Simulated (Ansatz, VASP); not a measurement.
One calculation of ScAl3N4, two programs

```
CELL_PARAMETERS angstrom
4.52920 0.00000 0.00000
0.00000 4.52920 0.00000
0.00000 0.00000 4.52920
ATOMIC_POSITIONS crystal
Sc 0.00000 0.00000 0.00000
Al 0.50000 0.50000 0.00000
Al 0.50000 0.00000 0.50000
Al 0.00000 0.50000 0.50000
N 0.73730 0.73730 0.26270
N 0.73730 0.26270 0.73730
N 0.26270 0.73730 0.73730
N 0.26270 0.26270 0.26270
```

Alike in both runs: functional PBE; k mesh 6 × 6 × 6; occupations gaussian, width 0.02 eV; no spin polarisation.

Ansatz relaxed the structure, and its values are those at the end. VASP's run is a single point on that final structure, the one shown.

```csv
,VASP,Ansatz
version,VASP 6.6.1,Ansatz 0.2.0
potentials or method,"VASP PAW PBE potentials, release 64 (Sc_sv, Al, N), cutoff 520 eV","scalar-relativistic, plane waves, PAW"
valence electrons in the cell,40,40
```

```csv
,VASP,Ansatz,Ansatz less VASP
gap on the k mesh at the Fermi level (eV),3.26,3.26,+0.007
least direct gap on the mesh (eV),3.68,3.68,+0.004
pressure (GPa),0.0,0.0,-0.07
rms of the force components (eV/Å),0.027,0.001,-0.0259
```
